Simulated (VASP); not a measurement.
**TaN: single point with PBE**

Crystal: TaN.

```
CELL_PARAMETERS angstrom
0.00000 2.17900 2.17900
2.17900 0.00000 2.17900
2.17900 2.17900 0.00000
ATOMIC_POSITIONS crystal
Ta 0.50000 0.50000 0.50000
N 0.00000 0.00000 0.00000
```

| Item | Value |
| --- | --- |
| Program | VASP 6.6.1 |
| Task | single point |
| Functional | PBE |
| Potentials or basis | VASP PAW PBE potentials, release 64 (Ta_pv, N) |
| Cutoff | 520 eV |
| k mesh | 7 × 7 × 7, shifted |
| Occupations | fermi-dirac, width 0.2 eV |
| Spin | no spin polarisation |

```json
{
 "Pressure": "16.3 GPa",
 "Band gap on the k mesh": "zero (band 8 reaches 11.85 eV, above the bottom of band 9 at 7.89 eV)"
}
```

Levels at points of the mesh, in eV from the Fermi level:
```
           k point  band 5  band 6  band 7  band 8  band 9  band 10  band 11  band 12
(0.50, 0.50, 0.50)  -10.61   -7.79   -7.79    1.98    1.98     2.07     3.90     7.82
(0.50, 0.00, 0.00)  -10.61   -7.79   -7.79    1.98    1.98     2.07     3.90     7.82
(0.00, 0.00, 0.50)  -10.61   -7.79   -7.79    1.98    1.98     2.07     3.90     7.82
(0.00, 0.50, 0.00)  -10.61   -7.79   -7.79    1.98    1.98     2.07     3.90     7.82
```

Run time: 84 s on 1 thread of Intel(R) Xeon(R) Platinum 8375C CPU @ 2.90GHz (Ice Lake), with other jobs on the host, peak memory 0.32 GiB.

Caveat: spin-orbit coupling is left out, which moves the levels of the heavy elements.
